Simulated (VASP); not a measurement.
Input of a VASP 6.6.1 run:

Contents of POSCAR:

```
NaH
1.0
   -0.1797773728      2.3970316378      2.3131355305
    2.3970316378     -0.1797773728      2.3131355305
    2.2172542650      2.2172542650      0.0000000000
Na H
1 1
Direct
    0.0000000000      0.0000000000      0.0000000000
    0.5000000000      0.5000000000      0.5000000000
```

File INCAR.step1:

```
SYSTEM = NaH
ALGO = Normal ; EDIFF = 1E-4
ENCUT = 520 ; GGA = PE
ISMEAR = -1 ; LASPH = .TRUE.
LCHARG = .FALSE. ; LREAL = .FALSE.
LWAVE = .TRUE. ; NBANDS = 11
NELM = 60 ; PREC = Accurate
SIGMA = 0.2
```

The input INCAR.step2:

```
SYSTEM = NaH
ALGO = Normal ; EDIFF = 1E-7
ENCUT = 520 ; ISIF = 2
ISMEAR = -1 ; ISTART = 1
LASPH = .TRUE. ; LCHARG = .FALSE.
LMIXTAU = .TRUE. ; LREAL = .FALSE.
LWAVE = .FALSE. ; METAGGA = R2SCAN
NBANDS = 11 ; NELM = 60
PREC = Accurate ; SIGMA = 0.2
```

Contents of KPOINTS:

```
k-points
0
G
  8 8 8
  0 0 0
```

Potentials or basis: VASP PAW PBE potentials, release 64 (Na_pv, H).

Command:

```sh
$ cat potpaw_PBE.64/Na_pv/POTCAR potpaw_PBE.64/H/POTCAR > POTCAR
$ cp INCAR.step1 INCAR
$ mpirun -np 1 vasp_std > vasp.out
$ cp INCAR.step2 INCAR
$ mpirun -np 1 vasp_std > vasp.out
```

Question: Predict the band gap on the k mesh.

Answer: 3.93 eV (least direct gap 5.23 eV).

Question: Predict the pressure.

Answer: 0.8 GPa.

Stress tensor (GPa, compression positive):
```
0.49 3.56 0.00
3.56 0.49 0.00
0.00 0.00 1.29
```

Caveat: the cell differs from its parent crystal (engineering shear strain xy -0.1500, normal strain along z -0.0350); the PAW data sets were made with another functional, which shifts forces and pressure a little. A k mesh can miss the band edges.
